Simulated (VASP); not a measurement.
The system is MgS (Niningerite).

```
Mg S
1.0
     0.00000    2.60152    2.60152
     2.60152    0.00000    2.60152
     2.60152    2.60152    0.00000
Mg S
1 1
Direct
  0.00000 0.00000 0.00000
  0.50000 0.50000 0.50000
```

Base run:

| Item | Value |
| --- | --- |
| Program | VASP 6.6.1 |
| Functional | r2SCAN |
| Potentials or basis | VASP PAW PBE potentials, release 64 (Mg, S) |
| Cutoff | 520 eV |
| k mesh | 6 × 6 × 6 |
| Occupations | gaussian, width 0.01 eV |
| Spin | no spin polarisation |

Its results: band gap on the k mesh 3.43 eV, indirect (least direct gap 4.62 eV); pressure -0.4 GPa.

Problem. The run is repeated on the same cell with these changes: functional from r2SCAN to PBE. What comes out?

Solution. Band gap on the k mesh 2.77 eV, indirect (least direct gap 3.71 eV); pressure 0.9 GPa.

r2SCAN gives the wider gap, since meta-GGAs in the generalised Kohn-Sham scheme recover part of the derivative discontinuity.

Caveats: the PAW data sets were made with another functional, which shifts forces and pressure a little (some runs).

A k mesh can miss the band edges.
